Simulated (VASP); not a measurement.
Input of a VASP 6.6.1 run:

The input INCAR:

```
SYSTEM = RbH6Pt
PREC = Accurate
ENCUT = 520
EDIFF = 1E-6
ISMEAR = 0
SIGMA = 0.1
LREAL = .FALSE.
LASPH = .TRUE.
NELM = 80
ALGO = Normal
ISIF = 2
LWAVE = .FALSE.
LCHARG = .FALSE.
GGA = PE
NBANDS = 22
```

File KPOINTS:

```
regular mesh
0
G
  6 6 4
  0 0 0
```

Contents of POSCAR:

```
RbH6Pt
1.0
    4.5337683500      0.0000000000      0.0000000000
   -2.2668841800      3.9263585700      0.0000000000
    0.0000000000      0.0000000000      5.3713102600
Rb H Pt
1 6 1
Direct
    0.0000000000      0.0000000000      0.0000000000
    0.5821506100      0.4178493900      0.0000000000
    0.5821506100      0.1643012200      0.0000000000
    0.8356987800      0.4178493900      0.0000000000
    0.4178493900      0.5821506100      0.0000000000
    0.4178493900      0.8356987800      0.0000000000
    0.1643012200      0.5821506100      0.0000000000
    0.0000000000      0.0000000000      0.5000000000
```

Potentials or basis: VASP PAW PBE potentials, release 64 (Rb_sv, H, Pt).

The run is started by

```console
$ cat potpaw_PBE.64/Rb_sv/POTCAR potpaw_PBE.64/H/POTCAR potpaw_PBE.64/Pt/POTCAR > POTCAR
$ mpirun -np 1 vasp_std > vasp.out
```

**Question.** What does it give for the band gap on the k mesh?

**Answer.** Zero (an odd number of electrons rules out a gap without spin polarisation).

**Question.** What does it give for the largest force?

**Answer.** 1.832 eV/Å.

**Question.** What does it give for the pressure?

**Answer.** 6.6 GPa.

Forces in eV/Å, atoms in the order of the input:
```
Rb   0.000  0.000  0.000
H   -1.586  0.916  0.000
H    0.000 -1.832  0.000
H    1.586  0.916  0.000
H    1.586 -0.916  0.000
H    0.000  1.832  0.000
H   -1.586 -0.916  0.000
Pt   0.000  0.000  0.000
```

Caveat: the cell stands under pressure; spin-orbit coupling is left out, which moves the levels of the heavy elements; an odd number of electrons without spin polarisation forces a metal; a magnetic or distorted state may lie lower.
